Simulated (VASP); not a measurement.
Wanted: the native input for a VASP 6.6.1 run.

```yaml
Task: single point
Functional: PBE
Potentials_or_basis: VASP PAW PBE potentials, release 64 (Ge_d)
Cutoff: 520 eV
k_mesh: 15 × 15 × 8
Occupations: gaussian, width 0.1 eV
Spin: no spin polarisation
Dipole_correction: no
Further_INCAR_settings: ALGO = Normal; EDIFF = 1e-06; NBANDS = 36
```

The structure of Ge lies in POSCAR:

```
Ge
1.0
    4.2407737600      0.0000000000      0.0000000000
   -2.1203868800      3.6726178079      0.0000000000
    0.0000000000      0.0000000000      6.9936919597
Ge
4
Direct
    0.6666666667      0.3333333333      0.0624010177
    0.3333333333      0.6666666667      0.5624010177
    0.6666666667      0.3333333333      0.4375989823
    0.3333333333      0.6666666667      0.9375989823
```

This cell differs from its parent crystal: equal strain along all axes, cell held: +4.5 %, then relaxed in part.

These files were run (other wordings do the same):

INCAR

```
ALGO = Normal
EDIFF = 1E-6
ENCUT = 520
GGA = PE
ISIF = 2
ISMEAR = 0
LASPH = T
LCHARG = F
LREAL = F
LWAVE = F
NBANDS = 36
NELM = 100
PREC = Accurate
SIGMA = 0.1
```

KPOINTS

```
k-points
0
Gamma
  15 15 8
```

Potentials or basis: VASP PAW PBE potentials, release 64 (Ge_d).

The run is started by

```console
$ cat potpaw_PBE.64/Ge_d/POTCAR > POTCAR
$ mpirun -np 1 vasp_std > vasp.out
```

Results of the run:

| Item | Value |
| --- | --- |
| Pressure | -5.8 GPa |
| Largest force | 0.005 eV/Å |
| Band gap on the k mesh | zero (band 28 reaches 3.39 eV, above the bottom of band 29 at 3.19 eV) |

Caveat: the cell differs from its parent crystal (equal strain along all axes, cell held: +4.5 %, then relaxed in part).

It took 2.1 min on 1 thread of Intel(R) Xeon(R) 6975P-C (Granite Rapids) (shared host), peak memory 0.48 GiB.
